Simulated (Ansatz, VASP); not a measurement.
Two plane-wave programs on P

File INCAR:

```
PREC = Accurate ; ENCUT = 520
EDIFF = 1E-7 ; ISMEAR = 0
SIGMA = 0.15 ; LREAL = F
LASPH = T ; NELM = 100
ALGO = Normal ; ISIF = 2
LWAVE = F ; LCHARG = F
GGA = PS ; NBANDS = 12
```

File KPOINTS:

```
regular mesh
0
Gamma
  18 18 18
```

File POSCAR:

```
P
1.0
    1.8217914528      1.0518117857      2.8083154336
   -1.8217914528      1.0518117857      2.8083154336
    0.0000000000     -2.1036235713      2.8083154336
P
2
Direct
    0.2270802500      0.2270802500      0.2270802500
    0.7729197500      0.7729197500      0.7729197500
```

Input for Ansatz:

```yaml
crystal:
  lattice:
    - [1.8217914528, 1.0518117857, 2.8083154336]
    - [-1.8217914528, 1.0518117857, 2.8083154336]
    - [0.0, -2.1036235713, 2.8083154336]
  atoms:
    - { symbol: P, position: [0.22708025, 0.22708025, 0.22708025] }
    - { symbol: P, position: [0.77291975, 0.77291975, 0.77291975] }
basis:
  ecutwfc: 650.0
kpoints:
  mp_grid: { grid: [18, 18, 18] }
hamiltonian:
  xc: pbesol
scf:
  occupations: { method: gaussian, width: 0.15 }
output:
  forces: true
  stress: true
  eigenvalues: true
```

Alike in both runs: task single point; functional PBEsol; k mesh 18 × 18 × 18; occupations gaussian, width 0.15 eV; no spin polarisation.

|  | VASP | Ansatz |
| --- | --- | --- |
| version | VASP 6.6.1 | Ansatz 0.2.0 |
| potentials or method | VASP PAW PBE potentials, release 64 (P), cutoff 520 eV | scalar-relativistic, plane waves, PAW |
| valence electrons in the cell | 10 | 10 |

|  | VASP | Ansatz | Ansatz less VASP |
| --- | --- | --- | --- |
| gap on the k mesh at the Fermi level (eV) | none | none | - |
| pressure (GPa) | -5.6 | -5.6 | -0.04 |
| traceless stress, the component that is largest in VASP (GPa) | 9.41 | 9.28 | -0.131 |
| rms of the force components (eV/Å) | 0.318 | 0.326 | +0.0086 |

VASP's potentials were made for PBE, not for PBEsol. Atom by atom the forces differ by 0.009 eV/Å (rms over components). A gap of «none» marks a metal or a gap that the smearing closes.
